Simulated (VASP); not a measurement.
A run of VASP 6.6.1:

INCAR

```
  ALGO = Normal
  EDIFF = 1E-8
  ENCUT = 600
  GGA = PS
  GGA_COMPAT = F
  IBRION = 6
  ISIF = 3
  ISMEAR = -1
  LASPH = T
  LCHARG = T
  LREAL = F
  LWAVE = F
  NELM = 120
  NFREE = 2
  NSW = 1
  POTIM = 0.015
  PREC = Accurate
  SIGMA = 0.05
```

Contents of KPOINTS:

```
k-points
0
Gamma
  12 12 12
```

Contents of POSCAR:

```
Mg2Ge
1.0
    0.0000000000      3.0709646959      3.0709646959
    3.0709646959      0.0000000000      3.0709646959
    3.0709646959      3.0709646959      0.0000000000
Mg Ge
2 1
Direct
    0.2500000000      0.2500000000      0.2500000000
    0.7500000000      0.7500000000      0.7500000000
    0.0000000000      0.0000000000      0.0000000000
```

Potentials or basis: VASP PAW PBE potentials, release 64 (Mg, Ge_d).

The run is started by

```bash
$ cat potpaw_PBE.64/Mg/POTCAR potpaw_PBE.64/Ge_d/POTCAR > POTCAR
$ mpirun -np 1 vasp_std > vasp.out
```

Hardware: 1 thread of Oxide Virtual Turin-like Processor (shared host).

Problem. Estimate the wall time of this run.

Solution. Wall time 41 min on 1 thread of Oxide Virtual Turin-like Processor, with other jobs on the host, peak memory 0.81 GiB. Counts: scf iterations 175, k points 72.
